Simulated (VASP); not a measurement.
# Sb (P6_3/mmc) in VASP: further runs

Aim: see how the results for Sb move with the level of theory and the settings. Levels: LDA, PBE, PBEsol, PBE0. Tasks: single point, relaxation of cell and atoms.

Everything below comes from runs of VASP 6.6.1. Logs are shortened: lines on timing, memory, paths and dates and some standing lists are left out, and cuts for length are marked.

**1. The cell of the first run**

The structure is hexagonal, space group P6_3/mmc (No. 194). The conventional cell has a = 3.614 Å, b = 3.614 Å, c = 5.893 Å, α = 90.00°, β = 90.00°, γ = 120.00°. Sb (site symmetry -6m2) has 12 Sb at 3.61 Å within 4.7 Å.

**2. Single point, LDA (volume scaled by 1.25)**

Input file INCAR:

```
SYSTEM = Sb
  PREC = Accurate
  ENCUT = 520
  EDIFF = 1E-7
  ISMEAR = -1
  SIGMA = 0.02
  LREAL = .False.
  LASPH = .True.
  NELM = 80
  ALGO = Normal
  ISIF = 2
  LWAVE = .False.
  LCHARG = .False.
  GGA = CA
  NBANDS = 12
```

Input file KPOINTS:

```
Automatic mesh
0
Gamma
  9 9 5
  0 0 0
```

Input file POSCAR:

```
Sb
1.0
    3.6135605057      0.0000000000      0.0000000000
   -1.8067802529      3.1294351960      0.0000000000
    0.0000000000      0.0000000000      5.8925519322
Sb
2
Direct
    0.6666666667      0.3333333333      0.7500000000
    0.3333333333      0.6666666667      0.2500000000
```

Potentials or basis: VASP PAW LDA potentials, release 64 (Sb).

The run is started by

```console
$ cat potpaw_LDA.64/Sb/POTCAR > POTCAR
$ mpirun -np 1 vasp_std > vasp.out
```

OUTCAR:

```text
SYSTEM = Sb
   PREC = Accurate
   ENCUT = 520
   EDIFF = 1E-7
   ISMEAR = -1
   LREAL = .False.
   LASPH = .True.
   NELM = 80
   ISIF = 2
   GGA = CA

 ion  position               nearest neighbor table
   1  0.667  0.333  0.750-   2 3.61   2 3.61   2 3.61   2 3.61   2 3.61   2 3.61
   2  0.333  0.667  0.250-   1 3.61   1 3.61   1 3.61   1 3.61   1 3.61   1 3.61

  LATTYP: Found a hexagonal cell.
 ALAT       =     3.6135605057
 C/A-ratio  =     1.6306775334

  Lattice vectors:

 A1 = (   3.6135605057,   0.0000000000,   0.0000000000)
 A2 = (  -1.8067802529,   3.1294351960,   0.0000000000)
 A3 = (   0.0000000000,   0.0000000000,   5.8925519322)

Analysis of symmetry for initial positions (statically):
=====================================================================
 Subroutine PRICEL returns:
 Original cell was already a primitive cell.

 Routine SETGRP: Setting up the symmetry group for a
 hexagonal supercell.

 Subroutine GETGRP returns: Found 24 space group operations
 (whereof 12 operations were pure point group operations)
 out of a pool of 24 trial point group operations.

The static configuration has the point symmetry D_3d.
 The point group associated with its full space group is D_6h.

Analysis of symmetry for dynamics (positions and initial velocities):
=====================================================================
 Subroutine PRICEL returns:
 Original cell was already a primitive cell.

 Routine SETGRP: Setting up the symmetry group for a
 hexagonal supercell.

 Subroutine GETGRP returns: Found 24 space group operations
 (whereof 12 operations were pure point group operations)
 out of a pool of 24 trial point group operations.

The dynamic configuration has the point symmetry D_3d.
 The point group associated with its full space group is D_6h.

 Subroutine INISYM returns: Found 24 space group operations
 (whereof 12 operations are pure point group operations),
 and found     1 'primitive' translations

----------------------------------------------------------------------------------------

                                     Primitive cell

  volume of cell :      66.6354

  direct lattice vectors                    reciprocal lattice vectors
     3.613560506  0.000000000  0.000000000     0.276735369  0.159773240  0.000000000
    -1.806780253  3.129435196  0.000000000     0.000000000  0.319546480  0.000000000
     0.000000000  0.000000000  5.892551932     0.000000000  0.000000000  0.169705759

  length of vectors
     3.613560506  3.613560506  5.892551932     0.319546480  0.319546480  0.169705759

  position of ions in fractional coordinates (direct lattice)
     0.666666667  0.333333333  0.750000000
     0.333333333  0.666666667  0.250000000

  ion indices of the primitive-cell ions
   primitive index   ion index
                 1           1
                 2           2

----------------------------------------------------------------------------------------

 KPOINTS: Automatic mesh

Automatic generation of k-mesh.
 Grid dimensions read from file:
 generate k-points for:    9    9    5

 Generating k-lattice:

  Cartesian coordinates                     Fractional coordinates (reciprocal lattice)
     0.030748374  0.017752582  0.000000000     0.111111111  0.000000000  0.000000000
     0.000000000  0.035505164  0.000000000     0.000000000  0.111111111  0.000000000
     0.000000000  0.000000000  0.033941152     0.000000000  0.000000000  0.200000000

  Length of vectors
     0.035505164  0.035505164  0.033941152

  Shift w.r.t. Gamma in fractional coordinates (k-lattice)
     0.000000000  0.000000000  0.000000000

 Subroutine IBZKPT returns following result:
 ===========================================

 Found     36 irreducible k-points:

 Following reciprocal coordinates:
            Coordinates               Weight
  0.000000  0.000000  0.000000      1.000000
  0.111111  0.000000  0.000000      6.000000
  0.222222  0.000000  0.000000      6.000000
  0.333333  0.000000  0.000000      6.000000
  0.444444  0.000000  0.000000      6.000000
  0.111111  0.111111  0.000000      6.000000
[... 16 lines left out ...]
  0.333333  0.222222  0.200000     24.000000
  0.333333  0.333333  0.200000      4.000000
 [... further k-points ...]
   k-points           NKPTS =     36   k-points in BZ     NKDIM =     36   number of bands    NBANDS=     12
   number of dos      NEDOS =    301   number of ions     NIONS =      2
   total plane-waves  NPLWV =  37632
   dimension x,y,z NGX =    28 NGY =   28 NGZ =   48
   dimension x,y,z NGXF=    56 NGYF=   56 NGZF=   96
   ions per type =               2
   NGX,Y,Z   is equivalent  to a cutoff of  12.88, 12.88, 13.54 a.u.
   NGXF,Y,Z  is equivalent  to a cutoff of  25.76, 25.76, 27.08 a.u.
 SYSTEM =  Sb
   PREC   = accura    normal or accurate (medium, high low for compatibility)
   ISTART =      0    job   : 0-new  1-cont  2-samecut
   ICHARG =      2    charge: 1-file 2-atom 10-const
   ISPIN  =      1    spin polarized calculation?
   LNONCOLLINEAR =      F non collinear calculations
   LSORBIT =      F    spin-orbit coupling
   LASPH  =      T    aspherical Exc in radial PAW
   ENCUT  =  520.0 eV  38.22 Ry    6.18 a.u.   6.72  6.72 10.96*2*pi/ulx,y,z
   NELM   =     80;   NELMIN=  2; NELMDL= -5     # of ELM steps
   EDIFF  = 0.1E-06   stopping-criterion for ELM
   LREAL  =      F    real-space projection
   EDIFFG = 0.1E-05   stopping-criterion for IOM
   NSW    =      0    number of steps for IOM
   IBRION =     -1    ionic relax: 0-MD 1-quasi-New 2-CG
   NFREE  =      0    steps in history (QN), initial steepest desc. (CG)
   ISIF   =      2    stress and relaxation
   ISYM   =      2    0-nonsym 1-usesym 2-fastsym
   POTIM  = 0.5000    time-step for ionic-motion
   TEBEG  =    0.0;   TEEND  =   0.0 temperature during run
   PSTRESS=    0.0 pullay stress
   NELECT =      10.0000    total number of electrons
   NUPDOWN=      -1.0000    fix difference up-down
   EMIN   =  10.00;   EMAX   =-10.00  energy-range for DOS
   EFERMI =   0.00;   METHOD = LEGACY
   ISMEAR =    -1;   SIGMA  =   0.02  broadening in eV -4-tet -1-fermi 0-gaus
   EFERMI_NEDOS =   21; number of points for ismear=-14 and -15
   IALGO  =     38    algorithm
   IMIX   =      4    mixing-type and parameters
     AMIX     =   0.40;   BMIX     =  1.00
     AMIX_MAG =   1.60;   BMIX_MAG =  1.00
  volume/ion in A,a.u.               =      33.32       224.84
  Fermi-wavevector in a.u.,A,eV,Ry     =   0.869975  1.644014 10.297649  0.756856
  Thomas-Fermi vector in A             =   1.988874
   LORBIT       =      0    0 simple, 1 ext, 2 COOP (PROOUT), +10 PAW based schemes
   GGA     = CA    functional components
   LHFCALC =     F    Hartree Fock is set to
   AEXX    =    0.0000 exact exchange contribution
   IVDW    =     0    specifies the selected vdW correction
   LEPSILON=     F    determine dielectric tensor
   LRPA    =     F    only Hartree local field effects (RPA)
 non-spin polarized calculation
  energy-cutoff  :      520.00
  volume of cell :       66.64
 maximum number of plane-waves:      1813
 NGX is ok and might be reduce to    28
   NGX = 13   NGY = 13   NGZ = 21

 number of electron      10.0000000 magnetization

 Free energy of the ion-electron system (eV)
  ---------------------------------------------------
  ext. energy  EPLUGINS =         0.00000000
  ---------------------------------------------------
  free energy    TOTEN  =        -8.51150146 eV

  energy without entropy =       -8.50672320  energy(sigma->0) =       -8.50911233

 E-fermi :   5.7499     XC(G=0):  -9.4875

 val. band max:        5.7497107721   @ k =   0.1111   0.1111   0.4000
 cond. band min:       5.7542395033   @ k =   0.2222   0.2222   0.0000
 fundamental gap:      0.0045287312
 Fermi energy:         5.7498727946

 k-point     1 :       0.0000    0.0000    0.0000
  band No.  band energies     occupation
      1      -5.6337      2.00000
      2      -2.9819      2.00000
      3       1.2968      2.00000
      4       8.4421      0.00000
      5       8.4421      0.00000
      6       9.6230      0.00000
      7       9.6230      0.00000
      8       9.7285      0.00000
      9      12.5806      0.00000
     10      14.3292      0.00000
     11      14.8793      0.00000
     12      14.8793      0.00000

 k-point     2 :       0.1111    0.0000    0.0000
  band No.  band energies     occupation
      1      -5.4622      2.00000
      2      -2.8463      2.00000
      3       1.4813      2.00000
      4       7.0702      0.00000
      5       7.9676      0.00000
      6       8.6887      0.00000
      7       9.5582      0.00000
      8       9.6069      0.00000
      9      12.9808      0.00000
     10      14.0730      0.00000
     11      15.2015      0.00000
     12      15.2055      0.00000

 k-point     3 :       0.2222    0.0000    0.0000
  band No.  band energies     occupation
      1      -4.9584      2.00000
      2      -2.4777      2.00000
      3       2.0252      2.00000
      4       4.8640      2.00000
      5       6.8324      0.00000
      6       7.1696      0.00000
      7       8.8790      0.00000
      8       9.2668      0.00000
      9      11.7616      0.00000
     10      13.7102      0.00000
     11      14.3661      0.00000
     12      15.2480      0.00000
[... 286 lines left out ...]
 k-point    23 :       0.3333    0.2222    0.2000
  band No.  band energies     occupation
      1      -2.7918      2.00000
      2      -2.0072      2.00000
      3       2.3666      2.00000
      4       3.1171      2.00000
      5       3.9746      2.00000
      6       5.3425      2.00000
      7       5.7441      1.14215
      8       7.0927      0.00000
      9      11.0905      0.00000
     10      14.0461      0.00000
     11      14.2278      0.00000
     12      15.5246      0.00000

 k-point    24 :       0.3333    0.3333    0.2000
  band No.  band energies     occupation
      1      -2.2276      2.00000
      2      -2.2276      2.00000
      3       2.5991      2.00000
      4       3.2449      2.00000
      5       3.2449      2.00000
      6       4.6376      2.00000
      7       6.3712      0.00000
      8       6.3712      0.00000
      9      10.5823      0.00000
     10      14.9025      0.00000
     11      14.9025      0.00000
     12      16.4236      0.00000

 [... further k-points ...]
[... 5 lines left out ...]
  --------------------------------------------------------------------------------------
  -------------------------------------------------------------------------------------
  Total       -4.3143684     -4.3143684     -4.3726701      0.0000000      0.0000000     -0.0000000
  in kB     -103.7344706   -103.7344706   -105.1362738      0.0000000      0.0000000     -0.0000000
  external PRESSURE =    -104.2017383 kB  Pullay stress =       0.0000000 kB

 VOLUME and BASIS-vectors are now :
 -----------------------------------------------------------------------------
  energy-cutoff  :      520.00
  volume of cell :       66.64
      direct lattice vectors                 reciprocal lattice vectors
     3.613560506  0.000000000  0.000000000     0.276735369  0.159773240  0.000000000
    -1.806780253  3.129435196  0.000000000     0.000000000  0.319546480  0.000000000
     0.000000000  0.000000000  5.892551932     0.000000000  0.000000000  0.169705759

 POSITION                                       TOTAL-FORCE (eV/Angst)
 -----------------------------------------------------------------------------------
      1.80678      1.04315      4.41941        -0.000000     -0.000000      0.000000
     -0.00000      2.08629      1.47314         0.000000      0.000000      0.000000
 -----------------------------------------------------------------------------------
    total drift:                               -0.000000      0.000000     -0.000000

  FREE ENERGIE OF THE ION-ELECTRON SYSTEM (eV)
  ---------------------------------------------------
  free  energy   TOTEN  =        -8.5115014642 eV

  energy  without entropy=       -8.5067232041  energy(sigma->0) =       -8.50911233
```

It took 26 s on 1 thread of Intel Xeon 8259CL, shared host; peak memory 0.16 GiB.

What came out:

```yaml
Free_energy: -8.5115 eV
Pressure: -10.4 GPa
Band_gap_on_the_k_mesh: zero (band 5 reaches 8.83 eV, above the bottom of band 6 at 3.81 eV)
```

Stress tensor (GPa, compression positive):
```
-10.37   0.00   0.00
  0.00 -10.37   0.00
  0.00   0.00 -10.51
```

Levels at points of the mesh, in eV from the Fermi level:
```tsv
k point	band 1	band 2	band 3	band 4	band 5	band 6	band 7	band 8	band 9	band 10
(0.00, 0.00, 0.00)	-11.38	-8.73	-4.45	2.69	2.69	3.87	3.87	3.98	6.83	8.58
```

Caveat: the cell differs from its parent crystal (volume scaled by 1.25); spin-orbit coupling is left out, which moves the levels of the heavy elements.

**3. Single point, PBE**

This run uses another cell than the first one, of 26.65 Å³/atom, 0.800 times its volume.

Input file INCAR:

```
PREC     = Accurate       # precision mode
ENCUT    = 500            # plane-wave cutoff, eV
EDIFF    = 1E-6           # SCF threshold, eV
ISMEAR   = -1             # smearing method
SIGMA    = 0.03           # smearing width, eV
LREAL    = False          # projectors in reciprocal space
LASPH    = True           # aspherical terms in the spheres
NELM     = 120            # most SCF steps
ALGO     = Normal         # electronic algorithm
ISIF     = 2              # what is computed and relaxed
LWAVE    = False          # write WAVECAR
LCHARG   = False          # write CHGCAR
GGA      = PE             # functional
NBANDS   = 12             # bands
GGA_COMPAT= False
```

Input file KPOINTS:

```
regular mesh
0
Gamma
  5 5 3
```

Input file POSCAR:

```
Sb
1.0
    3.3545324186      0.0000000000      0.0000000000
   -1.6772662093      2.9051102923      0.0000000000
    0.0000000000      0.0000000000      5.4701606500
Sb
2
Direct
    0.6666666667      0.3333333333      0.7500000000
    0.3333333333      0.6666666667      0.2500000000
```

Potentials or basis: VASP PAW PBE potentials, release 64 (Sb).

The run is started by

```console
$ cat potpaw_PBE.64/Sb/POTCAR > POTCAR
$ mpirun -np 1 vasp_std > vasp.out
```

It used 7.9 s of CPU time on 1 thread of AMD EPYC 7R13 Processor (Zen 3), with other jobs on the host.

Results (log left out):

| Quantity | Value |
| --- | --- |
| Free energy | -7.7501 eV |
| Pressure | 0.3 GPa |
| Band gap on the k mesh | zero (band 5 reaches 12.65 eV, above the bottom of band 6 at 6.94 eV) |

Stress tensor (GPa, compression positive):
```
-1.44  0.00  0.00
 0.00 -1.44  0.00
 0.00  0.00  3.80
```

Levels at points of the mesh, in eV from the Fermi level:
| k point | band 2 | band 3 | band 4 | band 5 | band 6 | band 7 | band 8 | band 9 |
| --- | --- | --- | --- | --- | --- | --- | --- | --- |
| (0.00, 0.00, 0.00) | -9.14 | -5.80 | 3.66 | 3.66 | 5.29 | 5.29 | 5.58 | 7.79 |

Caveat: the k points lie up to 0.43 Å⁻¹ apart; spin-orbit coupling is left out, which moves the levels of the heavy elements.

[end of part 1 of 2]
